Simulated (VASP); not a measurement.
# AlN (P6_3mc) in VASP: phonons with r2SCAN

Aim: the phonons of AlN with r2SCAN.

All numbers are computed with VASP 6.6.1; they aren't measurements. Logs are shortened: lines on timing, memory, paths and dates and some standing lists are left out, and cuts for length are marked.

### Step 1. The cell of the first run

It takes space group P6_3mc (No. 186, hexagonal). The conventional cell has a = 3.107 Å, b = 3.107 Å, c = 4.978 Å, α = 90.00°, β = 90.00°, γ = 120.00°. Within 2.5 Å of Al (site symmetry 3m) lie 4 N at 1.89 to 1.90 Å. Within 2.5 Å of N (site symmetry 3m) lie 4 Al at 1.89 to 1.90 Å.

### Step 2. Phonons, r2SCAN

Input file INCAR:

```
SYSTEM = AlN
PREC = Accurate
ENCUT = 520
EDIFF = 1E-8
ISMEAR = 0
SIGMA = 0.01
LREAL = .False.
LASPH = .True.
NELM = 100
ALGO = Normal
ISIF = 2
LWAVE = .False.
LCHARG = .False.
METAGGA = R2SCAN
LMIXTAU = .True.
IBRION = 6
NFREE = 2
POTIM = 0.015
NSW = 1
```

Input file KPOINTS:

```
Automatic mesh
0
Gamma
  8 8 5
  0 0 0
```

Input file POSCAR:

```
AlN
1.0
    3.1067016190      0.0000000000      0.0000000000
   -1.5533508095      2.6904825240      0.0000000000
    0.0000000000      0.0000000000      4.9783374663
Al N
2 2
Direct
    0.3333333333      0.6666666667      0.0001702140
    0.6666666667      0.3333333333      0.5001702140
    0.3333333333      0.6666666667      0.3818297860
    0.6666666667      0.3333333333      0.8818297860
```

Potentials or basis: VASP PAW PBE potentials, release 64 (Al, N).

Run with:

```bash
cat potpaw_PBE.64/Al/POTCAR potpaw_PBE.64/N/POTCAR > POTCAR
mpirun -np 1 vasp_std > vasp.out
```

OUTCAR:

```text
SYSTEM = AlN
   PREC = Accurate
   ENCUT = 520
   EDIFF = 1E-8
   ISMEAR = 0
   LREAL = .False.
   LASPH = .True.
   NELM = 100
   ISIF = 2
   METAGGA = R2SCAN
   IBRION = 6
   NFREE = 2
   POTIM = 0.015
   NSW = 1

 ion  position               nearest neighbor table
   1  0.333  0.667  0.000-   4 1.89   4 1.89   4 1.89   3 1.90   2 3.07   2 3.07   2 3.07   2 3.07
                             2 3.07   2 3.07
   2  0.667  0.333  0.500-   3 1.89   3 1.89   3 1.89   4 1.90   1 3.07   1 3.07   1 3.07   1 3.07
                             1 3.07   1 3.07
   3  0.333  0.667  0.382-   2 1.89   2 1.89   2 1.89   1 1.90
   4  0.667  0.333  0.882-   1 1.89   1 1.89   1 1.89   2 1.90

  LATTYP: Found a hexagonal cell.
 ALAT       =     3.1067016190
 C/A-ratio  =     1.6024511127

  Lattice vectors:

 A1 = (   3.1067016190,   0.0000000000,   0.0000000000)
 A2 = (  -1.5533508095,   2.6904825240,   0.0000000000)
 A3 = (   0.0000000000,   0.0000000000,   4.9783374663)

Analysis of symmetry for initial positions (statically):
=====================================================================
 Subroutine PRICEL returns:
 Original cell was already a primitive cell.

 Routine SETGRP: Setting up the symmetry group for a
 hexagonal supercell.

 Subroutine GETGRP returns: Found 12 space group operations
 (whereof  6 operations were pure point group operations)
 out of a pool of 24 trial point group operations.

The static configuration has the point symmetry C_3v.
 The point group associated with its full space group is C_6v.

Analysis of symmetry for dynamics (positions and initial velocities):
=====================================================================
 Subroutine PRICEL returns:
 Original cell was already a primitive cell.

 Routine SETGRP: Setting up the symmetry group for a
 hexagonal supercell.

 Subroutine GETGRP returns: Found 12 space group operations
 (whereof  6 operations were pure point group operations)
 out of a pool of 24 trial point group operations.

The dynamic configuration has the point symmetry C_3v.
 The point group associated with its full space group is C_6v.

 Subroutine INISYM returns: Found 12 space group operations
 (whereof  6 operations are pure point group operations),
 and found     1 'primitive' translations

----------------------------------------------------------------------------------------

                                     Primitive cell

  volume of cell :      41.6116

  direct lattice vectors                    reciprocal lattice vectors
     3.106701619  0.000000000  0.000000000     0.321884791  0.185840270  0.000000000
    -1.553350809  2.690482524  0.000000000     0.000000000  0.371680541  0.000000000
     0.000000000  0.000000000  4.978337466     0.000000000  0.000000000  0.200870272

  length of vectors
     3.106701619  3.106701619  4.978337466     0.371680541  0.371680541  0.200870272

  position of ions in fractional coordinates (direct lattice)
     0.333333333  0.666666667  0.000170214
     0.666666667  0.333333333  0.500170214
     0.333333333  0.666666667  0.381829786
     0.666666667  0.333333333  0.881829786

  ion indices of the primitive-cell ions
   primitive index   ion index
                 1           1
                 2           2
                 3           3
                 4           4

----------------------------------------------------------------------------------------

 KPOINTS: Automatic mesh
[... 81 lines left out ...]
   EMIN   =  10.00;   EMAX   =-10.00  energy-range for DOS
   EFERMI =   0.00;   METHOD = LEGACY
   ISMEAR =     0;   SIGMA  =   0.01  broadening in eV -4-tet -1-fermi 0-gaus
   EFERMI_NEDOS =   21; number of points for ismear=-14 and -15
   IALGO  =     38    algorithm
   IMIX   =      4    mixing-type and parameters
     AMIX     =   0.40;   BMIX     =  1.00
     AMIX_MAG =   1.60;   BMIX_MAG =  1.00
  volume/ion in A,a.u.               =      10.40        70.20
  Fermi-wavevector in a.u.,A,eV,Ry     =   1.190447  2.249619 19.281694  1.417165
  Thomas-Fermi vector in A             =   2.326532
   LORBIT       =      0    0 simple, 1 ext, 2 COOP (PROOUT), +10 PAW based schemes
   METAGGA = R2SCAN    functional components
   LHFCALC =     F    Hartree Fock is set to
   AEXX    =    0.0000 exact exchange contribution
   IVDW    =     0    specifies the selected vdW correction
   LEPSILON=     F    determine dielectric tensor
   LRPA    =     F    only Hartree local field effects (RPA)
 finite differences with symmetry
 non-spin polarized calculation
 Gauss-broadening in eV      SIGMA  =   0.01
  energy-cutoff  :      520.00
  volume of cell :       41.61
 maximum number of plane-waves:      1136
 NGX is ok and might be reduce to    24
   NGX = 11   NGY = 11   NGZ = 19

--------------------------------------- Ionic step        1  -------------------------------------------

 number of electron      15.9999996 magnetization

 Free energy of the ion-electron system (eV)
  ---------------------------------------------------
  ext. energy  EPLUGINS =         0.00000000
  ---------------------------------------------------
  free energy    TOTEN  =       -38.45628539 eV

  energy without entropy =      -38.45628539  energy(sigma->0) =      -38.45628539

------------------------ aborting loop because EDIFF is reached ----------------------------------------

  FORCE on cell =-STRESS in cart. coord.  units (eV):
  Direction    XX          YY          ZZ          XY          YZ          ZX
  --------------------------------------------------------------------------------------
  -------------------------------------------------------------------------------------
  Total       -0.0982733     -0.0982733     -0.0993478      0.0000000      0.0000000     -0.0000000
  in kB       -3.7838326     -3.7838326     -3.8252045      0.0000000      0.0000000     -0.0000000
  external PRESSURE =      -3.7976233 kB  Pullay stress =       0.0000000 kB
[... 291 lines left out ...]
--------------------------------------- Ionic step        9  -------------------------------------------

 number of electron      15.9999997 magnetization

 Free energy of the ion-electron system (eV)
  ---------------------------------------------------
  ext. energy  EPLUGINS =         0.00000000
  ---------------------------------------------------
  free energy    TOTEN  =       -38.45400120 eV

  energy without entropy =      -38.45400120  energy(sigma->0) =      -38.45400120

 E-fermi :   6.0198     XC(G=0): -11.4167

 val. band max:        5.8940045383   @ k =   0.0000   0.0000   0.0000
 cond. band min:      10.8367180548   @ k =   0.0000   0.0000   0.0000
 fundamental gap:      4.9427135164
 Fermi energy:         6.0197501577

 k-point     1 :       0.0000    0.0000    0.0000
  band No.  band energies     occupation
      1     -10.0622      2.00000
      2      -7.9390      2.00000
      3      -0.1591      2.00000
      4       5.0442      2.00000
      5       5.0442      2.00000
      6       5.7054      2.00000
      7       5.7054      2.00000
      8       5.8940      2.00000
      9      10.8367      0.00000
     10      13.4532      0.00000
     11      17.5132      0.00000
     12      17.9653      0.00000
[... 331 lines left out ...]
 k-point    24 :       0.3750   -0.0000    0.4000
  band No.  band energies     occupation
      1      -8.1884      2.00000
      2      -7.8212      2.00000
      3       0.6066      2.00000
      4       1.0164      2.00000
      5       3.8590      2.00000
      6       4.3468      2.00000
      7       4.7648      2.00000
      8       4.7754      2.00000
      9      11.9738      0.00000
     10      12.6612      0.00000
     11      16.0012      0.00000
     12      16.6931      0.00000

 [... further k-points ...]

------------------------ aborting loop because EDIFF is reached ----------------------------------------

  FORCE on cell =-STRESS in cart. coord.  units (eV):
  Direction    XX          YY          ZZ          XY          YZ          ZX
  --------------------------------------------------------------------------------------
  -------------------------------------------------------------------------------------
  Total       -0.1790300     -0.1790300      0.0941139      0.0000000      0.0000000      0.0000000
  in kB       -6.8932222     -6.8932222      3.6236830      0.0000000      0.0000000      0.0000000
  external PRESSURE =      -3.3875872 kB  Pullay stress =       0.0000000 kB
[... 19 lines left out ...]
  FREE ENERGIE OF THE ION-ELECTRON SYSTEM (eV)
  ---------------------------------------------------
  free  energy   TOTEN  =       -38.4540011978 eV

  energy  without entropy=      -38.4540011978  energy(sigma->0) =      -38.45400120

 INTERNAL STRAIN TENSORS FROM DISPLACED ATOMS
 ============================================

 INTERNAL STRAIN TENSOR FOR ION    1 for displacements in x,y,z  (eV/Angst):
          X           Y           Z          XY          YZ          ZX
  --------------------------------------------------------------------------------
  x     0.00000     0.00000    -0.00000    -8.91261     0.00000    -5.26571
  y    -8.91261     8.91261     0.00000     0.00000    -5.26571    -0.00000
  z    -5.50422    -5.50422    12.12324     0.00000     0.00000     0.00000

 INTERNAL STRAIN TENSOR FOR ION    4 for displacements in x,y,z  (eV/Angst):
          X           Y           Z          XY          YZ          ZX
  --------------------------------------------------------------------------------
  x     0.00000     0.00000    -0.00000    10.68013     0.00000     5.26628
  y    10.68013   -10.68013    -0.00000    -0.00000     5.26629     0.00000
  z     5.48836     5.48836   -12.28636     0.00000     0.00000     0.00000

 Eigenvectors and eigenvalues of the dynamical matrix
 ----------------------------------------------------

   1 f  =   22.221777 THz   139.623540 2PiTHz  741.238679 cm-1    91.901842 meV
             X         Y         Z           dx          dy          dz
     -0.000000  1.793655  0.000847     0.000000    0.000000   -0.015655
      1.553351  0.896828  2.490016     0.000000    0.000000    0.015655
     -0.000000  1.793655  1.900878    -0.000000    0.000000   -0.706933
      1.553351  0.896828  4.390046    -0.000000   -0.000000    0.706933
[... 71 lines left out ...]
  12 f/i=    0.054197 THz     0.340533 2PiTHz    1.807834 cm-1     0.224143 meV
             X         Y         Z           dx          dy          dz
     -0.000000  1.793655  0.000847    -0.000000   -0.000000   -0.574938
      1.553351  0.896828  2.490016    -0.000000   -0.000000   -0.574938
     -0.000000  1.793655  1.900878    -0.000000   -0.000000   -0.411638
      1.553351  0.896828  4.390046    -0.000000   -0.000000   -0.411638

 ELASTIC MODULI CONTR FROM IONIC RELAXATION (kBar)
 Direction    XX          YY          ZZ          XY          YZ          ZX
 --------------------------------------------------------------------------------
 XX        -699.0192    345.8063    392.1737      0.0000     -0.0000      0.0000
 YY         345.8063   -699.0192    392.1737     -0.0000      0.0000     -0.0000
 ZZ         392.1737    392.1737   -870.8639     -0.0000      0.0000     -0.0000
 XY           0.0000     -0.0000     -0.0000   -522.4127     -0.0000      0.0000
 YZ           0.0000     -0.0000      0.0000     -0.0000   -135.9322      0.0000
 ZX           0.0000     -0.0000     -0.0000      0.0000      0.0000   -135.9320
 --------------------------------------------------------------------------------
```

Run time: 15 min. Hardware: 1 thread of Intel Xeon Platinum 8259CL at 2.50GHz (Skylake/Cascade Lake), shared host; peak memory 0.26 GiB.

Results:

| Quantity | Value |
| --- | --- |
| Highest phonon frequency at Γ, LO-TO splitting left out | 741 cm⁻¹ |

Phonon frequencies in cm⁻¹ (negative: imaginary):
```tsv
q point	frequencies
(0.000, 0.000, 0.000)	-2 0 0 250 250 556 624 668 668 681 681 741
```

Caveat: the PAW data sets were made with another functional, which shifts forces and pressure a little.
